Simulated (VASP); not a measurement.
Wanted: the native input for a VASP 6.6.1 run.

```
Task                   : single point
Functional             : PBE
Potentials or basis    : VASP PAW PBE potentials, release 64 (Nb_sv, Si)
Cutoff                 : 520 eV
k mesh                 : 6 × 6 × 6
Occupations            : gaussian, width 0.1 eV
Spin                   : collinear spin
Starting moments       : [1.0, 0.0] μB
Dipole correction      : no
Further INCAR settings : ALGO = Normal; EDIFF = 1e-07; NBANDS = 20
```

The structure of NbSi lies in POSCAR:

```
NbSi
1.0
    3.1559764709      0.0000000000      0.0000000000
    0.0000000000      3.1559764709      0.0000000000
    0.0000000000      0.0000000000      3.1559764709
Nb Si
1 1
Direct
    0.0000000000      0.0000000000      0.0000000000
    0.5000000000      0.5000000000      0.5000000000
```

The cell was built from a structure type or drawn by symmetry, and may not be a known phase.

The input as run:

INCAR

```
SYSTEM = NbSi
  PREC = Accurate
  ENCUT = 520
  EDIFF = 1E-7
  ISMEAR = 0
  SIGMA = 0.1
  LREAL = .False.
  LASPH = .True.
  NELM = 150
  ALGO = Normal
  ISIF = 2
  LWAVE = .False.
  LCHARG = .True.
  ISPIN = 2
  MAGMOM = 1 0
  LORBIT = 11
  LMAXMIX = 4
  GGA = PE
  LELF = .True.
  LVHAR = .True.
  NBANDS = 20
```

KPOINTS

```
Automatic mesh
0
Gamma
  6 6 6
  0 0 0
```

Potentials or basis: VASP PAW PBE potentials, release 64 (Nb_sv, Si).

Run with:

```bash
$ cat potpaw_PBE.64/Nb_sv/POTCAR potpaw_PBE.64/Si/POTCAR > POTCAR
$ mpirun -np 1 vasp_std > vasp.out
```

Results of the run:

- Pressure: 0.1 GPa
- Net moment: 0.00 μB per cell
- Valence electrons inside the program's atomic spheres: Nb 10.70; Si 1.66

Wall time 32 s on 1 thread of Intel Xeon 8259CL, with other jobs on the host, peak memory 0.15 GiB.
